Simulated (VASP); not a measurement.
The system is CdSiN2.

```
CELL_PARAMETERS angstrom
3.14807 0.00000 0.00000
0.00000 3.14807 0.00000
0.00000 0.00000 5.11023
ATOMIC_POSITIONS crystal
Cd 0.00000 0.00000 0.00000
N 0.00000 0.50000 0.32251
N 0.50000 0.00000 0.67749
Si 0.50000 0.50000 0.50000
```

This cell differs from its parent crystal: biaxial xy strain +3.8%.

Base run:

| Item | Value |
| --- | --- |
| Program | VASP 6.6.1 |
| Functional | PBE |
| Potentials or basis | VASP PAW PBE potentials, release 64 (Cd, N, Si) |
| Cutoff | 520 eV |
| k mesh | 8 × 8 × 6 |
| Occupations | fermi-dirac, width 0.02 eV |
| Spin | no spin polarisation |

Its results: band gap on the k mesh 0.83 eV, direct; pressure -7.0 GPa; largest force 0.019 eV/Å.

The run is repeated on the same cell with these changes: functional from PBE to r2SCAN; occupations from fermi-dirac, width 0.02 eV to gaussian, width 0.01 eV. What comes out?

Band gap on the k mesh 1.18 eV, direct; pressure -11.4 GPa; largest force 0.086 eV/Å.

Caveats: the PAW data sets were made with another functional, which shifts forces and pressure a little (some runs).

A k mesh can miss the band edges.
